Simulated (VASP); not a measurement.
Cd3H2:

```xyz
5
Lattice="3.3179 0.0000 0.0000 -1.6589 2.8734 0.0000 0.0000 0.0000 8.7797" Properties=species:S:1:pos:R:3 pbc="T T T"
Cd    0.0000    0.0000    0.0000
Cd    0.0000    1.9156    6.3472
Cd    1.6589    0.9578    2.4325
H     0.0000    1.9156    3.2866
H     1.6589    0.9578    5.4931
```

* Program: VASP 6.6.1
* Task: relaxation of cell and atoms
* Functional: PBE
* Potentials or basis: VASP PAW PBE potentials, release 64 (Cd, H)
* Cutoff: 600 eV
* k mesh: 12 × 12 × 4
* Occupations: gaussian, width 0.1 eV
* Spin: no spin polarisation

At the start: pressure -0.1 GPa; volume 16.74 Å³/atom.

Problem. How do energy, volume and symmetry change on relaxing?

Solution. Over 17 steps the energy falls by 4.1 meV/atom and the volume is 17.17 Å³/atom (+2.6 %); space group P-3m1 (No. 164, to 0.1 Å) before and after.

Step by step:
| step | energy change (eV) | largest force (eV/Å) | pressure (GPa) | volume (Å³) |
| --- | --- | --- | --- | --- |
| 1 | 0.0000 | 0.0532 | -0.10 | 83.70 |
| 2 | -0.0056 | 0.0472 | -0.02 | 83.58 |
| 3 | -0.0123 | 0.0916 | 0.22 | 83.21 |
| 4 | -0.0138 | 0.0694 | -0.02 | 83.60 |
| 5 | -0.0142 | 0.0510 | -0.20 | 83.92 |
| 6 | -0.0151 | 0.0310 | -0.05 | 83.67 |
| 7 | -0.0153 | 0.0357 | 0.06 | 83.50 |
| 8 | -0.0157 | 0.0352 | 0.05 | 83.59 |
| 9 | -0.0167 | 0.0340 | 0.03 | 83.86 |
| 10 | -0.0182 | 0.0322 | -0.01 | 84.41 |
| 11 | -0.0199 | 0.0311 | -0.06 | 85.49 |
| 12 | -0.0203 | 0.0069 | 0.22 | 85.30 |
| 13 | -0.0204 | 0.0055 | 0.13 | 85.36 |
| 14 | -0.0204 | 0.0066 | -0.10 | 86.05 |
| 15 | -0.0205 | 0.0009 | 0.02 | 85.70 |
| 16 | -0.0206 | 0.0106 | -0.06 | 85.90 |
| 17 | -0.0206 | 0.0076 | -0.04 | 85.85 |

Final structure:
```yaml
crystal:
  lattice:
    - [3.26682, 0.00000, 0.00000]
    - [-1.63341, 2.82915, 0.00000]
    - [0.00000, 0.00000, 9.28845]
  atoms:
    - { symbol: Cd, position: [0.00000, 0.00000, 0.00000] }
    - { symbol: Cd, position: [0.33333, 0.66667, 0.73360] }
    - { symbol: Cd, position: [0.66667, 0.33333, 0.26640] }
    - { symbol: H, position: [0.33333, 0.66667, 0.36500] }
    - { symbol: H, position: [0.66667, 0.33333, 0.63500] }
```
